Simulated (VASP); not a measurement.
Wanted: the native input for a VASP 6.6.1 run.

| Quantity | Value |
| --- | --- |
| Task | single point |
| Functional | PBE |
| Potentials or basis | VASP PAW PBE potentials, release 64 (Mg, O) |
| Cutoff | 600 eV |
| k mesh | 8 × 8 × 8 |
| Occupations | gaussian, width 0.1 eV |
| Spin | no spin polarisation |
| Dipole correction | no |
| Further INCAR settings | ALGO = Normal; EDIFF = 1e-06; NBANDS = 11 |

The structure of MgO (Periclase) lies in POSCAR:

```
MgO
1.0
    0.0000000000      2.0745254880      2.0745254880
    2.0745254880      0.0000000000      2.0745254880
    2.0745254880      2.0745254880      0.0000000000
Mg O
1 1
Direct
    0.0000000000      0.0000000000      0.0000000000
    0.5000000000      0.5000000000      0.5000000000
```

One way to write it, as run:

INCAR

```
PREC     = Accurate       # precision mode
ENCUT    = 600            # plane-wave cutoff, eV
EDIFF    = 1E-6           # SCF threshold, eV
ISMEAR   = 0              # smearing method
SIGMA    = 0.1            # smearing width, eV
LREAL    = False          # projectors in reciprocal space
LASPH    = True           # aspherical terms in the spheres
NELM     = 120            # most SCF steps
ALGO     = Normal         # electronic algorithm
ISIF     = 2              # what is computed and relaxed
LWAVE    = False          # write WAVECAR
LCHARG   = True           # write CHGCAR
GGA      = PE             # functional
LELF     = True           # ELF
LVHAR    = True         
NBANDS   = 11             # bands
GGA_COMPAT= False
```

KPOINTS

```
regular mesh
0
Gamma
  8 8 8
```

Potentials or basis: VASP PAW PBE potentials, release 64 (Mg, O).

Command:

```bash
$ cat potpaw_PBE.64/Mg/POTCAR potpaw_PBE.64/O/POTCAR > POTCAR
$ mpirun -np 1 vasp_std > vasp.out
```

It gave:

```json
{"Pressure": "12.0 GPa", "Band gap on the k mesh": "5.18 eV, direct"}
```

Run time: 5.5 s on 1 thread of Intel(R) Xeon(R) Platinum 8488C (Sapphire Rapids) (shared host), peak memory 0.13 GiB.
